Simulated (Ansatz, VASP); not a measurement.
# PtSe2 in VASP and in Ansatz

```xyz
3
Lattice="3.7560 0.0000 0.0000 -1.8780 3.2528 0.0000 0.0000 0.0000 31.1213" Properties=species:S:1:pos:R:3 pbc="T T T"
Se    1.8780    1.0843   14.3051
Se    0.0000    2.1685   16.8161
Pt    0.0000    0.0000   15.5606
```

Alike in both runs: task single point; functional PBE; dispersion D3(BJ); k mesh 9 × 9 × 1; occupations gaussian, width 0.02 eV; no spin polarisation.

```csv
,VASP,Ansatz
version,VASP 6.6.1,Ansatz 0.2.0
potentials or method,"VASP PAW PBE potentials, release 64 (Se, Pt), cutoff 400 eV","scalar-relativistic, plane waves, PAW"
valence electrons in the cell,22,50
```

Ansatz gave:

```
gap on the k mesh at the Fermi level (eV) : 1.40
least direct gap on the mesh (eV)         : 1.41
rms of the force components (eV/Å)        : 0.232
```

What did VASP give for the same quantities?

gap on the k mesh at the Fermi level (eV): 1.39; least direct gap on the mesh (eV): 1.40; rms of the force components (eV/Å): 0.232.

VASP's potentials hold 22 valence electrons a cell and Ansatz's 50, so a difference there can come from the potentials and not from the codes.

Neither program's run includes spin-orbit coupling.
